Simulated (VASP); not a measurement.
Write the native input for VASP 6.6.1 that does the following.

| Item | Value |
| --- | --- |
| Task | relaxation of cell and atoms |
| Functional | LDA |
| Potentials or basis | VASP PAW LDA potentials, release 64 (Rh_pv) |
| Cutoff | 600 eV |
| k mesh | 8 × 8 × 8 |
| Occupations | gaussian, width 0.1 eV |
| Spin | no spin polarisation |
| Dipole correction | no |
| Further INCAR settings | ALGO = Normal; EDIFF = 1e-06; IBRION = 2; EDIFFG = -0.05; NSW = 100; ISIF = 3 |

The structure of Rh lies in POSCAR:

```
Rh
1.0
    0.0000000000      1.9029860900      1.9029860900
    1.9029860900      0.0000000000      1.9029860900
    1.9029860900      1.9029860900      0.0000000000
Rh
1
Direct
    0.0000000000      0.0000000000      0.0000000000
```

These files were run (other wordings do the same):

INCAR

```
PREC = Accurate
ENCUT = 600
EDIFF = 1E-6
ISMEAR = 0
SIGMA = 0.1
LREAL = F
LASPH = T
NELM = 80
ALGO = Normal
ISIF = 3
LWAVE = F
LCHARG = F
IBRION = 2
NSW = 100
EDIFFG = -0.05
```

KPOINTS

```
regular mesh
0
Gamma
  8 8 8
```

Potentials or basis: VASP PAW LDA potentials, release 64 (Rh_pv).

Launch:

```bash
$ cat potpaw_LDA.64/Rh_pv/POTCAR > POTCAR
$ mpirun -np 1 vasp_std > vasp.out
```

It gave:

```
Relaxed volume                        : 13.31 Å³/atom
Relaxed cell                          : a = 2.660 Å, b = 2.660 Å, c = 2.660 Å, α = 60.00°, β = 60.00°, γ = 60.00°
Space group after relaxing (to 0.1 Å) : Fm-3m (No. 225)
Energy gained by relaxing             : 16.2 meV/atom
Ionic steps                           : 3
Pressure after relaxing               : -0.5 GPa
Band gap on the k mesh                : zero (an odd number of electrons rules out a gap without spin polarisation)
```

It took 22 s on 1 thread of Intel Xeon 8259CL, on a shared host, peak memory 0.14 GiB.
